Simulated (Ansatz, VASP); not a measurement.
## GePt: VASP beside Ansatz

Contents of INCAR:

```
PREC = Accurate
ENCUT = 520
EDIFF = 1E-6
ISMEAR = -1
SIGMA = 0.1
LREAL = F
LASPH = T
NELM = 80
ALGO = Normal
ISIF = 2
LWAVE = F
LCHARG = F
GGA = PE
NBANDS = 32
```

Contents of KPOINTS:

```
Automatic mesh
0
Gamma
  9 9 5
```

The input POSCAR:

```
GePt
1.0
    2.8643553960      0.0000000000      0.0000000000
   -1.4321776980      2.4806045384      0.0000000000
    0.0000000000      0.0000000000      8.5511047463
Pt Ge
2 2
Direct
    0.3333333333      0.6666666667      0.0482097028
    0.6666666667      0.3333333333      0.5482097028
    0.3333333333      0.6666666667      0.3277902972
    0.6666666667      0.3333333333      0.8277902972
```

Input for Ansatz:

```yaml
crystal:
  lattice:
    - [2.864355396, 0.0, 0.0]
    - [-1.432177698, 2.4806045384, 0.0]
    - [0.0, 0.0, 8.5511047463]
  atoms:
    - { symbol: Pt, position: [0.3333333333, 0.6666666667, 0.0482097028] }
    - { symbol: Pt, position: [0.6666666667, 0.3333333333, 0.5482097028] }
    - { symbol: Ge, position: [0.3333333333, 0.6666666667, 0.3277902972] }
    - { symbol: Ge, position: [0.6666666667, 0.3333333333, 0.8277902972] }
kpoints:
  mp_grid: { grid: [9, 9, 5] }
scf:
  occupations: { method: fermi_dirac, width: 0.1 }
hamiltonian:
  xc: pbe
  pseudopotentials: { kind: all_electron, lapw: { basis_error: 0.0005 } }
output:
  forces: true
  stress: true
  eigenvalues: true
  populations: true
```

Alike in both runs: task single point; functional PBE; k mesh 9 × 9 × 5; occupations fermi-dirac, width 0.1 eV; no spin polarisation.

|  | VASP | Ansatz |
| --- | --- | --- |
| version | VASP 6.6.1 | Ansatz 0.2.0 |
| potentials or method | VASP PAW PBE potentials, release 64 (Pt, Ge_d), cutoff 520 eV | all-electron LAPW, scalar-relativistic |

Ansatz gave:

* pressure (GPa): 23.0
* traceless stress, the component that is largest in VASP (GPa): 0.01
* rms of the force components (eV/Å): 0.003

**Question.** Which values does VASP return?

**Answer.** Pressure (GPa): 23.2; traceless stress, the component that is largest in VASP (GPa): 0.16; rms of the force components (eV/Å): 0.006.

Atom by atom the forces differ by 0.003 eV/Å (rms over components). Ansatz ran all-electron here, and VASP with PAW potentials.

Spin-orbit coupling is off throughout.
